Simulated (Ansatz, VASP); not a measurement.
## Al4Ag3: VASP beside Ansatz

```
CELL_PARAMETERS angstrom
2.92639 0.00000 0.00000
-1.46319 2.53433 0.00000
0.00000 0.00000 33.28281
ATOMIC_POSITIONS crystal
Al 0.00000 0.00000 0.30046
Al 0.00000 0.00000 0.43349
Al 0.00000 0.00000 0.56479
Al 0.00000 0.00000 0.69945
Ag 0.66667 0.33333 0.36697
Ag 0.66667 0.33333 0.49915
Ag 0.66667 0.33333 0.63004
```

Alike in both runs: task single point; functional PBEsol; k mesh 24 × 24 × 1; occupations gaussian, width 0.1 eV; no spin polarisation.

```csv
,VASP,Ansatz
version,VASP 6.6.1,Ansatz 0.2.0
potentials or method,"VASP PAW PBE potentials, release 64 (Al, Ag), cutoff 400 eV","scalar-relativistic, plane waves, PAW"
valence electrons in the cell,45,69
```

```tsv
	VASP	Ansatz	Ansatz less VASP
gap on the k mesh at the Fermi level (eV)	none	none	-
rms of the force components (eV/Å)	0.090	0.090	+0.0008
work function, face that differs most (eV)	4.37	4.37	+0.001
```

VASP's potentials were made for PBE, not for PBEsol. A gap of «none» marks a metal or a gap that the smearing closes. The functional is the same, so the differences come from potentials, cutoffs and numerics. VASP's potentials hold 45 valence electrons a cell and Ansatz's 69, so a difference there can come from the potentials and not from the codes. Ansatz's warnings: published levels not confirmed, xc potential rough in thin density.
